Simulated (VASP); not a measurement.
A run of VASP 6.6.1 is set up as follows.

File POSCAR:

```
Al2O3
1.0
    4.4437966305      0.0000000000      0.0000000000
    0.0000000000      9.9931518576      0.0000000000
    0.0000000000      0.0000000000      2.9954281823
Al O
4 6
Direct
    0.4149577251      0.3307998761      0.5000000000
    0.5850422749      0.6692001239      0.5000000000
    0.9149577251      0.1692001239      0.0000000000
    0.0850422749      0.8307998761      0.0000000000
    0.7326465181      0.2226010545      0.5000000000
    0.0000000000      0.0000000000      0.0000000000
    0.7673534819      0.7226010545      0.0000000000
    0.2326465181      0.2773989455      0.0000000000
    0.2673534819      0.7773989455      0.5000000000
    0.5000000000      0.5000000000      0.5000000000
```

INCAR.step1

```
PREC = Accurate
ENCUT = 520
ISMEAR = 0
SIGMA = 0.05
LREAL = False
LASPH = True
NELM = 100
NBANDS = 35
GGA = PE
ALGO = Normal
EDIFF = 1E-4
LWAVE = True
LCHARG = False
```

INCAR.step2

```
PREC = Accurate
ENCUT = 520
EDIFF = 1E-7
ISMEAR = 0
SIGMA = 0.05
LREAL = False
LASPH = True
NELM = 100
ALGO = Normal
ISIF = 2
LWAVE = False
LCHARG = False
METAGGA = R2SCAN
LMIXTAU = True
NBANDS = 35
ISTART = 1
```

The input KPOINTS:

```
Automatic mesh
0
Gamma
  6 4 8
```

Potentials or basis: VASP PAW PBE potentials, release 64 (Al, O).

Run with:

```bash
$ cat potpaw_PBE.64/Al/POTCAR potpaw_PBE.64/O/POTCAR > POTCAR
$ cp INCAR.step1 INCAR
$ mpirun -np 1 vasp_std > vasp.out
$ cp INCAR.step2 INCAR
$ mpirun -np 1 vasp_std > vasp.out
```

(1) Estimate the band gap on the k mesh.

(2) Estimate the pressure.

(3) Predict the largest force.

## Answers

(1) 3.69 eV, direct.

(2) -2.1 GPa.

(3) 1.704 eV/Å.

Caveat: the cell differs from its parent crystal (strain -0.0400 x Voigt [1, -1, 0, 0, 0, 0]); the PAW data sets were made with another functional, which shifts forces and pressure a little.
